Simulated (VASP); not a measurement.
# Li in VASP: relaxation of the atoms with PBEsol

Aim: the relaxation of the atoms of Li with PBEsol.

Program: VASP 6.6.1. These are calculated values, not measurements. Logs are shortened: lines on timing, memory, paths and dates and some standing lists are left out, and cuts for length are marked.

### 1 The cell of the first run

The cell holds a slab with vacuum, 5 atoms: a = 3.057 Å, b = 3.057 Å, c = 26.997 Å, α = 90.00°, β = 90.00°, γ = 120.00°.

### 2 Relaxation of the atoms, PBEsol

File INCAR:

```
SYSTEM = Li
  ALGO = Normal
  DIPOL = 0.5 0.5 0.500
  EDIFF = 1E-6
  EDIFFG = -0.03
  ENCUT = 520
  GGA = PS
  IBRION = 2
  IDIPOL = 3
  ISIF = 2
  ISMEAR = 0
  LASPH = .True.
  LCHARG = .False.
  LDIPOL = .True.
  LREAL = .False.
  LWAVE = .False.
  NELM = 60
  NSW = 90
  PREC = Accurate
  SIGMA = 0.1
```

File KPOINTS:

```
k-points
0
Gamma
  12 12 1
  0 0 0
```

File POSCAR:

```
Li
1.0
    3.0569172096      0.0000000000      0.0000000000
   -1.5284586048      2.6473679608      0.0000000000
    0.0000000000      0.0000000000     26.9965768339
Li
5
Selective dynamics
Direct
    0.6666666667      0.3333333333      0.3148547333  F F F
    0.0000000000      0.0000000000      0.4074513111  F F F
    0.6666666667      0.3333333333      0.5000000000  T T T
    0.3333333333      0.6666666667      0.5925486889  T T T
    0.6666666667      0.3333333333      0.6851452667  T T T
```

Potentials or basis: VASP PAW PBE potentials, release 64 (Li_sv).

The run is started by

```
$ cat potpaw_PBE.64/Li_sv/POTCAR > POTCAR
$ mpirun -np 1 vasp_std > vasp.out
```

OUTCAR:

```text
SYSTEM = Li
   EDIFF = 1E-6
   EDIFFG = -0.03
   ENCUT = 520
   GGA = PS
   IBRION = 2
   ISIF = 2
   ISMEAR = 0
   LASPH = .True.
   LREAL = .False.
   NELM = 60
   NSW = 90
   PREC = Accurate

 ion  position               nearest neighbor table
   1  0.667  0.333  0.315-
   2  0.000  0.000  0.407-
   3  0.667  0.333  0.500-
   4  0.333  0.667  0.593-
   5  0.667  0.333  0.685-

  LATTYP: Found a hexagonal cell.
 ALAT       =     3.0569172096
 C/A-ratio  =     8.8313078120

  Lattice vectors:

 A1 = (   3.0569172096,   0.0000000000,   0.0000000000)
 A2 = (  -1.5284586048,   2.6473679608,   0.0000000000)
 A3 = (   0.0000000000,   0.0000000000,  26.9965768339)

Analysis of symmetry for initial positions (statically):
=====================================================================
 Subroutine PRICEL returns:
 Original cell was already a primitive cell.

 Routine SETGRP: Setting up the symmetry group for a
 hexagonal supercell.

 Subroutine GETGRP returns: Found 12 space group operations
 (whereof  6 operations were pure point group operations)
 out of a pool of 24 trial point group operations.

The static configuration has the point symmetry C_3v.
 The point group associated with its full space group is D_3d.

Analysis of symmetry for dynamics (positions and initial velocities):
=====================================================================
 Subroutine PRICEL returns:
 Original cell was already a primitive cell.

 Routine SETGRP: Setting up the symmetry group for a
 hexagonal supercell.

 Subroutine GETGRP returns: Found 12 space group operations
 (whereof  6 operations were pure point group operations)
 out of a pool of 24 trial point group operations.

The dynamic configuration has the point symmetry C_3v.
 The point group associated with its full space group is D_3d.

Analysis of constrained symmetry for selective dynamics:
=====================================================================
 Subroutine PRICEL returns:
 Original cell was already a primitive cell.

 Routine SETGRP: Setting up the symmetry group for a
 hexagonal supercell.

 Subroutine GETGRP returns: Found  6 space group operations
 (whereof  6 operations were pure point group operations)
 out of a pool of 24 trial point group operations.

The constrained configuration has the point symmetry C_3v.

 Subroutine INISYM returns: Found  6 space group operations
 (whereof  6 operations are pure point group operations),
 and found     1 'primitive' translations

----------------------------------------------------------------------------------------

                                     Primitive cell

  volume of cell :     218.4775

  direct lattice vectors                    reciprocal lattice vectors
     3.056917210  0.000000000  0.000000000     0.327126949  0.188866832  0.000000000
    -1.528458605  2.647367961  0.000000000     0.000000000  0.377733664  0.000000000
     0.000000000  0.000000000 26.996576834     0.000000000  0.000000000  0.037041733

  length of vectors
     3.056917210  3.056917210 26.996576834     0.377733664  0.377733664  0.037041733

  position of ions in fractional coordinates (direct lattice)
     0.666666667  0.333333333  0.314854733
     0.000000000  0.000000000  0.407451311
     0.666666667  0.333333333  0.500000000
     0.333333333  0.666666667  0.592548689
     0.666666667  0.333333333  0.685145267

  ion indices of the primitive-cell ions
   primitive index   ion index
                 1           1
                 2           2
                 3           3
                 4           4
                 5           5

[... 55 lines left out ...]
 SYSTEM =  Li
   PREC   = accura    normal or accurate (medium, high low for compatibility)
   ISTART =      0    job   : 0-new  1-cont  2-samecut
   ICHARG =      2    charge: 1-file 2-atom 10-const
   ISPIN  =      1    spin polarized calculation?
   LNONCOLLINEAR =      F non collinear calculations
   LSORBIT =      F    spin-orbit coupling
   LASPH  =      T    aspherical Exc in radial PAW
   ENCUT  =  520.0 eV  38.22 Ry    6.18 a.u.   5.68  5.68 50.20*2*pi/ulx,y,z
   NELM   =     60;   NELMIN=  2; NELMDL= -5     # of ELM steps
   EDIFF  = 0.1E-05   stopping-criterion for ELM
   LREAL  =      F    real-space projection
   EDIFFG = -.3E-01   stopping-criterion for IOM
   NSW    =     90    number of steps for IOM
   IBRION =      2    ionic relax: 0-MD 1-quasi-New 2-CG
   NFREE  =      1    steps in history (QN), initial steepest desc. (CG)
   ISIF   =      2    stress and relaxation
   ISYM   =      2    0-nonsym 1-usesym 2-fastsym
   POTIM  = 0.5000    time-step for ionic-motion
   TEBEG  =    0.0;   TEEND  =   0.0 temperature during run
   PSTRESS=    0.0 pullay stress
   NELECT =      15.0000    total number of electrons
   NUPDOWN=      -1.0000    fix difference up-down
   EMIN   =  10.00;   EMAX   =-10.00  energy-range for DOS
   EFERMI =   0.00;   METHOD = LEGACY
   ISMEAR =     0;   SIGMA  =   0.10  broadening in eV -4-tet -1-fermi 0-gaus
   EFERMI_NEDOS =   21; number of points for ismear=-14 and -15
   IALGO  =     38    algorithm
   IMIX   =      4    mixing-type and parameters
     AMIX     =   0.40;   BMIX     =  1.00
     AMIX_MAG =   1.60;   BMIX_MAG =  1.00
  volume/ion in A,a.u.               =      43.70       294.87
  Fermi-wavevector in a.u.,A,eV,Ry     =   0.670352  1.266782  6.114078  0.449372
  Thomas-Fermi vector in A             =   1.745844
   LORBIT       =      0    0 simple, 1 ext, 2 COOP (PROOUT), +10 PAW based schemes
   GGA     = PS    functional components
   LHFCALC =     F    Hartree Fock is set to
   AEXX    =    0.0000 exact exchange contribution
   IVDW    =     0    specifies the selected vdW correction
   LEPSILON=     F    determine dielectric tensor
   LRPA    =     F    only Hartree local field effects (RPA)
 conjugate gradient relaxation of ions
 non-spin polarized calculation
 Gauss-broadening in eV      SIGMA  =   0.10
  energy-cutoff  :      520.00
  volume of cell :      218.48
 maximum number of plane-waves:      5919
 NGX is ok and might be reduce to    24
   NGX = 11   NGY = 11   NGZ =101

--------------------------------------- Ionic step        1  -------------------------------------------

 number of electron      14.9999969 magnetization

 Free energy of the ion-electron system (eV)
  ---------------------------------------------------
  ext. energy  EPLUGINS =         0.00000000
  ---------------------------------------------------
  free energy    TOTEN  =        -9.28710817 eV

  energy without entropy =       -9.26827655  energy(sigma->0) =       -9.27769236

------------------------ aborting loop because EDIFF is reached ----------------------------------------

  FORCE on cell =-STRESS in cart. coord.  units (eV):
  Direction    XX          YY          ZZ          XY          YZ          ZX
  --------------------------------------------------------------------------------------
  -------------------------------------------------------------------------------------
  Total        0.2661503      0.2661503     -0.6862175      0.0000000      0.0000000     -0.0000000
  in kB        1.9517800      1.9517800     -5.0322902      0.0000000      0.0000000     -0.0000000
  external PRESSURE =      -0.3762434 kB  Pullay stress =       0.0000000 kB
[... 145 lines left out ...]
 number of electron      14.9999969 magnetization

------------------------ aborting loop because EDIFF is reached ----------------------------------------

 vacuum level on the upper side and lower side of the slab       (xc-potential included)        -0.046         0.030

  FORCE on cell =-STRESS in cart. coord.  units (eV):
  Direction    XX          YY          ZZ          XY          YZ          ZX
  --------------------------------------------------------------------------------------
  -------------------------------------------------------------------------------------
  Total        0.3091236      0.3091236     -0.5486855     -0.0000000      0.0000000      0.0000000
  in kB        2.2669193      2.2669193     -4.0237168     -0.0000000      0.0000000      0.0000000
  external PRESSURE =       0.1700406 kB  Pullay stress =       0.0000000 kB
[... 98 lines left out ...]
  FREE ENERGIE OF THE ION-ELECTRON SYSTEM (eV)
  ---------------------------------------------------
  free  energy   TOTEN  =        -9.2916988996 eV

  energy  without entropy=       -9.2742015927  energy(sigma->0) =       -9.28295025

 dipolmoment           0.000000      0.000000      0.001551 electrons x Angstroem

--------------------------------------- Ionic step        8  -------------------------------------------

 number of electron      14.9999973 magnetization

 dipolmoment           0.000000      0.000000     -0.003373 electrons x Angstroem

 Free energy of the ion-electron system (eV)
  ---------------------------------------------------
  ext. energy  EPLUGINS =         0.00000000
  ---------------------------------------------------
  free energy    TOTEN  =        -9.29250396 eV

  energy without entropy =       -9.27530893  energy(sigma->0) =       -9.28390645

 E-fermi :  -1.3849     XC(G=0):  -3.8324

 val. band max:       -1.4014547131   @ k =   0.1667   0.1667   0.0000
 cond. band min:      -1.3455108923   @ k =   0.0833   0.0833   0.0000
 fundamental gap:      0.0559438207
 Fermi energy:        -1.3849046091

 k-point     1 :       0.0000    0.0000    0.0000
  band No.  band energies     occupation
      1     -47.6915      2.00000
      2     -47.6373      2.00000
      3     -47.2966      2.00000
      4     -47.2258      2.00000
      5     -47.2136      2.00000
      6      -4.7925      2.00000
      7      -4.4399      2.00000
      8      -3.7323      2.00000
      9      -2.7793      2.00000
     10      -1.7359      2.00000
     11      -1.2581      0.07284
[... 240 lines left out ...]
  band No.  band energies     occupation
      1     -47.6772      2.00000
      2     -47.6229      2.00000
      3     -47.2820      2.00000
      4     -47.2092      2.00000
      5     -47.2015      2.00000
      6       0.1838      0.00000
      7       0.2343      0.00000
      8       0.7938      0.00000
      9       0.8401      0.00000
     10       0.9414      0.00000
     11       0.9796      0.00000

------------------------ aborting loop because EDIFF is reached ----------------------------------------

 vacuum level on the upper side and lower side of the slab       (xc-potential included)        -0.045        -0.001

  FORCE on cell =-STRESS in cart. coord.  units (eV):
  Direction    XX          YY          ZZ          XY          YZ          ZX
  --------------------------------------------------------------------------------------
  -------------------------------------------------------------------------------------
  Total        0.3003585      0.3003585     -0.5535624      0.0000000      0.0000000     -0.0000000
  in kB        2.2026413      2.2026413     -4.0594810      0.0000000      0.0000000     -0.0000000
  external PRESSURE =       0.1152672 kB  Pullay stress =       0.0000000 kB
[... 20 lines left out ...]
  FREE ENERGIE OF THE ION-ELECTRON SYSTEM (eV)
  ---------------------------------------------------
  free  energy   TOTEN  =        -9.2925039643 eV

  energy  without entropy=       -9.2753089280  energy(sigma->0) =       -9.28390645

 reached required accuracy - stopping structural energy minimisation

 vacuum level on the upper side and lower side of the slab         1.872         1.946
```

It took 7 min on 1 thread of Intel Xeon 8259CL, shared host; peak memory 0.34 GiB.

Results:

* Free energy: -9.2925 eV
* Energy gained by relaxing: 1.1 meV/atom
* Ionic steps: 8
* Band gap on the k mesh: zero (an odd number of electrons rules out a gap without spin polarisation)

Step by step:
```tsv
step	energy change (eV)	largest force on free atoms (eV/Å)	pressure (GPa)
1	0.0000	0.0884	-0.04
2	-0.0005	0.0849	-0.03
3	-0.0019	0.0729	-0.03
4	-0.0037	0.0460	-0.02
5	-0.0031	0.0845	0.02
6	-0.0042	0.0332	0.00
7	-0.0046	0.0302	0.00
8	-0.0054	0.0209	0.01
```

Final structure:
```
Li
1.0
     3.05692    0.00000    0.00000
    -1.52846    2.64737    0.00000
     0.00000    0.00000   26.99658
Li
5
Direct
  0.66667 0.33333 0.31485
  0.00000 0.00000 0.40745
  0.66667 0.33333 0.50072
  0.33333 0.66667 0.59350
  0.66667 0.33333 0.68171
```

Levels at points of the mesh, in eV from the Fermi level:
```csv
k point,band 4,band 5,band 6,band 7,band 8,band 9,band 10,band 11
"(0.00, 0.00, 0.00)",-45.84,-45.83,-3.41,-3.05,-2.35,-1.39,-0.35,0.13
"(0.50, 0.00, 0.00)",-45.83,-45.82,0.05,0.26,0.75,0.96,1.18,3.49
```

Caveat: the cutoff is under 1.25 times the usual one of these potentials, so pressure, stress and relaxed cells hold a basis-set (Pulay) error; the highest band is partly filled, so the run has too few bands; the PAW data sets were made with another functional, which shifts forces and pressure a little.

The gap in the log of VASP goes by the Fermi energy; the results here count the filled bands.